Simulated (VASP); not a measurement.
Input of a VASP 6.6.1 run:

INCAR

```
SYSTEM = SiO2
ALGO = Normal
EDIFF = 1E-6
ENCUT = 520
GGA = PE
ISIF = 2
ISMEAR = -1
LASPH = .True.
LCHARG = .False.
LREAL = Auto
LWAVE = .False.
NBANDS = 120
NELM = 100
PREC = Accurate
SIGMA = 0.02
```

The input KPOINTS:

```
k-points
0
Gamma
  3 3 3
  0 0 0
```

File POSCAR:

```
SiO2
1.0
    6.7984988707      3.9251151531      5.0442292508
   -6.7984988707      3.9251151531      5.0442292508
    0.0000000000     -7.8502303062      5.0442292508
Si O
12 24
Direct
    0.3329880606      0.1022146107      0.8710911248
    0.1022146107      0.8710911248      0.3329880606
    0.8710911248      0.3329880606      0.1022146107
    0.1289088752      0.8977853893      0.6670119394
    0.8977853893      0.6670119394      0.1289088752
    0.6670119394      0.1289088752      0.8977853893
    0.6670119394      0.8977853893      0.1289088752
    0.8977853893      0.1289088752      0.6670119394
    0.1289088752      0.6670119394      0.8977853893
    0.8710911248      0.1022146107      0.3329880606
    0.1022146107      0.3329880606      0.8710911248
    0.3329880606      0.8710911248      0.1022146107
    0.2691803961      0.0000000000      0.7308196039
    0.0000000000      0.7308196039      0.2691803961
    0.7308196039      0.2691803961      0.0000000000
    0.7308196039      0.0000000000      0.2691803961
    0.0000000000      0.2691803961      0.7308196039
    0.2691803961      0.7308196039      0.0000000000
    0.6830616172      0.9829362688      0.9829362688
    0.9829362688      0.9829362688      0.6830616172
    0.9829362688      0.6830616172      0.9829362688
    0.0170637312      0.0170637312      0.3169383828
    0.0170637312      0.3169383828      0.0170637312
    0.3169383828      0.0170637312      0.0170637312
    0.2473962005      0.8859608112      0.2473962005
    0.2473962005      0.2473962005      0.8859608112
    0.8859608112      0.2473962005      0.2473962005
    0.1140391888      0.7526037995      0.7526037995
    0.7526037995      0.1140391888      0.7526037995
    0.7526037995      0.7526037995      0.1140391888
    0.5000000000      0.8507036469      0.1492963531
    0.1492963531      0.5000000000      0.8507036469
    0.8507036469      0.1492963531      0.5000000000
    0.5000000000      0.1492963531      0.8507036469
    0.8507036469      0.5000000000      0.1492963531
    0.1492963531      0.8507036469      0.5000000000
```

Potentials or basis: VASP PAW PBE potentials, release 64 (Si, O).

Run with:

```sh
$ cat potpaw_PBE.64/Si/POTCAR potpaw_PBE.64/O/POTCAR > POTCAR
$ mpirun -np 1 vasp_std > vasp.out
```

**Question.** Estimate the pressure.

**Answer.** 0.4 GPa.

**Question.** Predict the band gap on the k mesh.

**Answer.** 5.74 eV.

Forces on the atoms (eV/Å):
```
Si  -0.016  0.030  0.032
Si   0.034 -0.002  0.032
Si  -0.019 -0.029  0.032
Si   0.034  0.002 -0.032
Si  -0.016 -0.030 -0.032
Si  -0.019  0.029 -0.032
Si   0.016 -0.030 -0.032
Si  -0.034  0.002 -0.032
Si   0.019  0.029 -0.032
Si  -0.034 -0.002  0.032
Si   0.016  0.030  0.032
Si   0.019 -0.029  0.032
O   -0.005 -0.008  0.000
O   -0.005  0.008  0.000
O    0.009  0.000  0.000
O    0.005  0.008  0.000
O    0.005 -0.008  0.000
O   -0.009  0.000  0.000
O   -0.008 -0.005  0.009
O    0.000  0.009  0.009
O    0.008 -0.005  0.009
O    0.000 -0.009 -0.009
O   -0.008  0.005 -0.009
O    0.008  0.005 -0.009
O   -0.009  0.005 -0.016
O    0.000 -0.010 -0.016
O    0.009  0.005 -0.016
O   -0.009 -0.005  0.016
O    0.009 -0.005  0.016
O    0.000  0.010  0.016
O   -0.008  0.015  0.000
O   -0.008 -0.015  0.000
O    0.017  0.000  0.000
O    0.008 -0.015  0.000
O    0.008  0.015  0.000
O   -0.017  0.000  0.000
```

Caveat: the cell differs from its parent crystal (z stretched by +2 %, then relaxed in part); an odd mesh through Γ misses points on the zone boundary, where band edges can lie.
